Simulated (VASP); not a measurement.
Here is a VASP 6.6.1 calculation.

File INCAR:

```
SYSTEM = Ir
ALGO = Normal ; EDIFF = 1E-6
ENCUT = 520 ; GGA = PE
ISIF = 2 ; ISMEAR = 0
LASPH = .TRUE. ; LCHARG = .TRUE.
LELF = .TRUE. ; LREAL = .FALSE.
LVHAR = .TRUE. ; LWAVE = .FALSE.
NBANDS = 16 ; NELM = 60
PREC = Accurate ; SIGMA = 0.15
```

The input KPOINTS:

```
k-points
0
G
  18 18 10
  0 0 0
```

File POSCAR:

```
Ir
1.0
    2.9402000000      0.0000000000      0.0000000000
   -1.4701000000      2.5462878922      0.0000000000
    0.0000000000      0.0000000000      4.5272000000
Ir
2
Direct
    0.6666666667      0.3333333333      0.7500000000
    0.3333333333      0.6666666667      0.2500000000
```

Potentials or basis: VASP PAW PBE potentials, release 64 (Ir).

Launch:

```sh
$ cat potpaw_PBE.64/Ir/POTCAR > POTCAR
$ mpirun -np 1 vasp_std > vasp.out
```

(1) Estimate the pressure.

(2) Estimate the band gap on the k mesh.

Results:

(1) -34.1 GPa.

(2) zero (bands 9 and 10 overlap by 2.38 eV).

Caveat: the stress differs along the axes, from -36 to -29 GPa; spin-orbit coupling is left out, which moves the levels of the heavy elements.
